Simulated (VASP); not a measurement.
H21O10F: single point with PBE+D3(BJ)

H21O10F:

```
CELL_PARAMETERS angstrom
6.93823 0.00000 0.00000
0.00000 6.93823 0.00000
0.00000 0.00000 6.93823
ATOMIC_POSITIONS crystal
O 0.01349 0.95110 0.24545
O 0.57660 0.37391 0.37367
O 0.30828 0.17124 0.67184
O 0.29085 0.46535 0.08359
O 0.99547 0.18281 0.93592
O 0.88525 0.79904 0.57791
O 0.95579 0.50645 0.34493
O 0.45376 0.56428 0.68849
O 0.58466 0.10265 0.06000
O 0.39617 0.87296 0.43551
H 0.02420 0.02237 0.12352
H 0.90191 0.87328 0.21219
H 0.46480 0.40186 0.29898
H 0.58764 0.22973 0.36061
H 0.25985 0.29460 0.61186
H 0.34004 0.06443 0.58234
H 0.29143 0.55739 0.98758
H 0.18601 0.52939 0.16387
H 0.09289 0.27726 0.97604
H 0.07727 0.11807 0.83817
H 0.89831 0.79453 0.71257
H 0.94772 0.91662 0.51954
H 0.95092 0.59710 0.44566
H 0.82573 0.46911 0.30962
H 0.48563 0.47070 0.59166
H 0.39167 0.67212 0.61627
H 0.70269 0.13103 0.99439
H 0.48577 0.13452 0.96073
H 0.50533 0.81727 0.37079
H 0.28512 0.88951 0.33971
H 0.64467 0.61787 0.78716
F 0.73951 0.65153 0.90243
```

| Quantity | Value |
| --- | --- |
| Program | VASP 6.6.1 |
| Task | single point |
| Functional | PBE |
| Dispersion | D3(BJ) |
| Potentials or basis | VASP PAW PBE potentials, release 64 (O, H, F) |
| Cutoff | 520 eV |
| k mesh | 1 × 1 × 1 |
| Occupations | fermi-dirac, width 0.05 eV |
| Spin | no spin polarisation |
| Dipole correction | no |
| Further INCAR settings | LREAL = Auto; ALGO = Normal; EDIFF = 1e-06; NBANDS = 66 |

The pressure is 0.0 GPa, the largest force is 3.629 eV/Å and the band gap on the k mesh is 4.19 eV. The dispersion energy per atom is -0.032 eV.

Forces on the atoms (eV/Å):
```
O    0.228 -0.384  0.072
O    0.897 -1.644  1.071
O   -0.693  0.793  0.396
O   -1.812 -0.778  3.046
O    0.736 -0.566 -0.455
O    0.388  1.221 -2.459
O    1.328 -1.622 -2.015
O   -0.578  1.576  1.039
O   -1.522 -0.185 -0.360
O   -1.941  0.251 -0.498
H    0.170  0.965 -0.248
H   -0.057 -0.578  0.309
H   -0.936  0.338 -1.450
H    0.011  1.355 -0.128
H    0.568 -1.820  0.228
H   -0.031  0.711 -0.312
H    0.922  1.758 -2.835
H    0.325 -1.221  0.068
H   -0.156  0.586  0.485
H   -0.338  0.177 -0.187
H   -0.003  0.083  2.009
H   -0.526 -1.074  0.646
H   -0.531  1.519  1.529
H   -0.374 -0.051  0.185
H    0.725 -1.058 -1.138
H    0.527 -0.186  0.182
H    1.016  0.280 -0.327
H    0.551 -0.151  0.665
H    0.426  0.044 -0.513
H    1.073 -0.355  0.785
H    0.453  0.370  1.751
F   -0.844 -0.355 -1.543
```

Stress tensor (GPa, compression positive):
```
-2.00  0.78 -1.81
 0.78  0.07  0.42
-1.81  0.42  2.02
```

Levels at points of the mesh, in eV from the valence-band top:
| k point | band 41 | band 42 | band 43 | band 44 | band 45 | band 46 | band 47 | band 48 |
| --- | --- | --- | --- | --- | --- | --- | --- | --- |
| (0.00, 0.00, 0.00) | -0.80 | -0.62 | -0.10 | 0.00 | 4.19 | 7.01 | 7.27 | 7.38 |

Wall time 31 s on 1 thread of Intel(R) Xeon(R) Platinum 8488C (Sapphire Rapids), on a shared host, peak memory 0.38 GiB.

Caveat: the k points lie up to 0.91 Å⁻¹ apart.
